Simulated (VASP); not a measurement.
# Nb (Im-3m) in VASP: single point with PBEsol

Aim: the single point of Nb with PBEsol.

All numbers are computed with VASP 6.6.1; they aren't measurements. Logs are shortened: lines on timing, memory, paths and dates and some standing lists are left out, and cuts for length are marked.

**1. The cell of the first run**

The structure is cubic, space group Im-3m (No. 229). Conventional cell: a = 3.272 Å, b = 3.272 Å, c = 3.272 Å, α = 90.00°, β = 90.00°, γ = 90.00°. Nb (site symmetry m-3m) has 14 Nb at 2.83 to 3.27 Å within 3.7 Å.

**2. Single point, PBEsol, non-collinear spin, zero start, spin-orbit coupling**

Contents of INCAR:

```
PREC     = Accurate       # precision mode
ENCUT    = 500            # plane-wave cutoff, eV
EDIFF    = 1E-6           # SCF threshold, eV
ISMEAR   = 0              # smearing method
SIGMA    = 0.1            # smearing width, eV
LREAL    = F              # projectors in reciprocal space
LASPH    = T              # aspherical terms in the spheres
NELM     = 200            # most SCF steps
ALGO     = Normal         # electronic algorithm
ISIF     = 2              # what is computed and relaxed
LWAVE    = F              # write WAVECAR
LCHARG   = T              # write CHGCAR
LNONCOLLINEAR= T              # non-collinear magnetism
MAGMOM   = 0 0 0          # initial moments
LORBIT   = 11             # projections on sites
LSORBIT  = T              # spin-orbit coupling
GGA_COMPAT= F            
LORBMOM  = T            
LMAXMIX  = 4              # l up to which the mixer works
GGA      = PS             # functional
LVHAR    = T            
NBANDS   = 24             # bands
```

Contents of KPOINTS:

```
regular mesh
0
Gamma
  18 18 18
```

Contents of POSCAR:

```
Nb
1.0
   -1.6362123546      1.6362123546      1.6362123546
    1.6362123546     -1.6362123546      1.6362123546
    1.6362123546      1.6362123546     -1.6362123546
Nb
1
Direct
    0.0000000000      0.0000000000      0.0000000000
```

Potentials or basis: VASP PAW PBE potentials, release 64 (Nb_sv).

The run is started by

```bash
> cat potpaw_PBE.64/Nb_sv/POTCAR > POTCAR
> mpirun -np 1 vasp_ncl > vasp.out
```

OUTCAR:

```text
PREC = Accurate
   ENCUT = 500
   EDIFF = 1E-6
   ISMEAR = 0
   LREAL = F
   LASPH = T
   NELM = 200
   ISIF = 2
   LNONCOLLINEAR = T
   LORBIT = 11
   LSORBIT = T
   GGA = PS

 ion  position               nearest neighbor table
   1  0.000  0.000  0.000-

  LATTYP: Found a body centered cubic cell.
 ALAT       =     3.2724247092

  Lattice vectors:

 A1 = (  -1.6362123546,   1.6362123546,   1.6362123546)
 A2 = (   1.6362123546,  -1.6362123546,   1.6362123546)
 A3 = (   1.6362123546,   1.6362123546,  -1.6362123546)

Analysis of symmetry for initial positions (statically):
=====================================================================
 Subroutine PRICEL returns:
 Original cell was already a primitive cell.

 Routine SETGRP: Setting up the symmetry group for a
 body centered cubic supercell.

 Subroutine GETGRP returns: Found 48 space group operations
 (whereof 48 operations were pure point group operations)
 out of a pool of 48 trial point group operations.

The static configuration has the point symmetry O_h .

Analysis of symmetry for dynamics (positions and initial velocities):
=====================================================================
 Subroutine PRICEL returns:
 Original cell was already a primitive cell.

 Routine SETGRP: Setting up the symmetry group for a
 body centered cubic supercell.

 Subroutine GETGRP returns: Found 48 space group operations
 (whereof 48 operations were pure point group operations)
 out of a pool of 48 trial point group operations.

The dynamic configuration has the point symmetry O_h .

Analysis of structural, dynamic, and magnetic symmetry:
=====================================================================
 Subroutine PRICEL returns:
 Original cell was already a primitive cell.

 Routine SETGRP: Setting up the symmetry group for a
 body centered cubic supercell.

 Subroutine GETGRP returns: Found 48 space group operations
 (whereof 48 operations were pure point group operations)
 out of a pool of 48 trial point group operations.

The overall configuration has the point symmetry O_h .

 Subroutine INISYM returns: Found 48 space group operations
 (whereof 48 operations are pure point group operations),
[... 147 lines left out ...]

 val. band max:       11.4151446135   @ k =   0.2778   0.1111   0.0556
 cond. band min:      11.4213417389   @ k =   0.3333   0.1667   0.1667
 fundamental gap:      0.0061971254
 Fermi energy:        11.4156497331

 k-point     1 :       0.0000    0.0000    0.0000
  band No.  band energies     occupation
      1     -42.8036      1.00000
      2     -42.8036      1.00000
      3     -19.4958      1.00000
      4     -19.4958      1.00000
      5     -17.3554      1.00000
      6     -17.3554      1.00000
[... 637 lines left out ...]
     23      24.2261      0.00000
     24      24.2261      0.00000

 [... further k-points ...]

------------------------ aborting loop because EDIFF is reached ----------------------------------------

  FORCE on cell =-STRESS in cart. coord.  units (eV):
  Direction    XX          YY          ZZ          XY          YZ          ZX
  --------------------------------------------------------------------------------------
  -------------------------------------------------------------------------------------
  Total       -0.0423065     -0.0423065     -0.0423065     -0.0000000      0.0000000      0.0000000
  in kB       -3.8684621     -3.8684621     -3.8684621     -0.0000000      0.0000000      0.0000000
  external PRESSURE =      -3.8684621 kB  Pullay stress =       0.0000000 kB

 VOLUME and BASIS-vectors are now :
 -----------------------------------------------------------------------------
  energy-cutoff  :      500.00
  volume of cell :       17.52
      direct lattice vectors                 reciprocal lattice vectors
    -1.636212355  1.636212355  1.636212355     0.000000000  0.305583807  0.305583807
     1.636212355 -1.636212355  1.636212355     0.305583807  0.000000000  0.305583807
     1.636212355  1.636212355 -1.636212355     0.305583807  0.305583807  0.000000000

 POSITION                                       TOTAL-FORCE (eV/Angst)
 -----------------------------------------------------------------------------------
      0.00000      0.00000      0.00000         0.000000      0.000000     -0.000000
 -----------------------------------------------------------------------------------
    total drift:                               -0.000000      0.000000      0.000000

  FREE ENERGIE OF THE ION-ELECTRON SYSTEM (eV)
  ---------------------------------------------------
  free  energy   TOTEN  =       -11.0432715007 eV

  energy  without entropy=      -11.0353880588  energy(sigma->0) =      -11.03932978

 orbital moment (x)

 # of ion     p       d       tot
 ----------------------------------------
  1         0.000  -0.000  -0.000
 ----------------------------------------
            0.000  -0.000  -0.000

 orbital moment (y)

 # of ion     p       d       tot
 ----------------------------------------
  1         0.000   0.000   0.000
 ----------------------------------------
            0.000   0.000   0.000

 orbital moment (z)

 # of ion     p       d       tot
 ----------------------------------------
  1         0.000   0.000   0.000
 ----------------------------------------
            0.000   0.000   0.000

 Spin-Orbit-Coupling matrix elements

 Ion:    1  E_soc:     -0.1759752
 l=   1
     0.0000000    -0.0270291    -0.0270291
    -0.0270291     0.0000000    -0.0270291
    -0.0270291    -0.0270291     0.0000000
 l=   2
     0.0000000    -0.0006062     0.0000000    -0.0006062    -0.0016940
    -0.0006062     0.0000000    -0.0012705    -0.0006062    -0.0004235
     0.0000000    -0.0012705     0.0000000    -0.0012705     0.0000000
    -0.0006062    -0.0006062    -0.0012705     0.0000000    -0.0004235
    -0.0016940    -0.0004235     0.0000000    -0.0004235     0.0000000
 l=   3
     0.0000000     0.0000000     0.0000000     0.0000000     0.0000000     0.0000000     0.0000000
     0.0000000     0.0000000     0.0000000     0.0000000     0.0000000     0.0000000     0.0000000
     0.0000000     0.0000000     0.0000000     0.0000000     0.0000000     0.0000000     0.0000000
     0.0000000     0.0000000     0.0000000     0.0000000     0.0000000     0.0000000     0.0000000
     0.0000000     0.0000000     0.0000000     0.0000000     0.0000000     0.0000000     0.0000000
     0.0000000     0.0000000     0.0000000     0.0000000     0.0000000     0.0000000     0.0000000
     0.0000000     0.0000000     0.0000000     0.0000000     0.0000000     0.0000000     0.0000000

 total charge

# of ion       s       p       d       tot
------------------------------------------
    1        2.227   6.000   2.537  10.764

 magnetization (x)

# of ion       s       p       d       tot
------------------------------------------
    1        0.000  -0.000   0.000  -0.000

 magnetization (y)

# of ion       s       p       d       tot
------------------------------------------
    1       -0.000   0.000   0.000   0.000

 magnetization (z)

# of ion       s       p       d       tot
------------------------------------------
    1        0.000  -0.000   0.000  -0.000
```

stdout:

```text
POSCAR found type information on POSCAR Nb
 POSCAR found :  1 types and       1 ions
 scaLAPACK will be used
 -----------------------------------------------------------------------------
|                                                                             |
|                                                                             |
|     You enforced a specific xc type in the INCAR file but a different       |
|     I HOPE YOU KNOW WHAT YOU ARE DOING!                                     |
|                                                                             |
 -----------------------------------------------------------------------------

 LDA part: xc-table for (Slater+PW92), standard interpolation
 POSCAR, INCAR and KPOINTS ok, starting setup
 FFT: planning ... GRIDC
 FFT: planning ... GRID_SOFT
 FFT: planning ... GRID
 WAVECAR not read
 entering main loop
```

Wall time 3.9 min (1 thread of Oxide Virtual Turin-like, shared host); peak memory 0.24 GiB.

What came out:

- Free energy: -11.0433 eV
- Pressure: -0.4 GPa
- Net moment: 0.00 μB per cell
- Valence electrons inside the program's atomic spheres: Nb 10.76

Moments on the atoms (μB; x, y, z):
```
Nb  0.00 0.00 0.00
```

Caveat: the PAW data sets were made with another functional, which shifts forces and pressure a little.
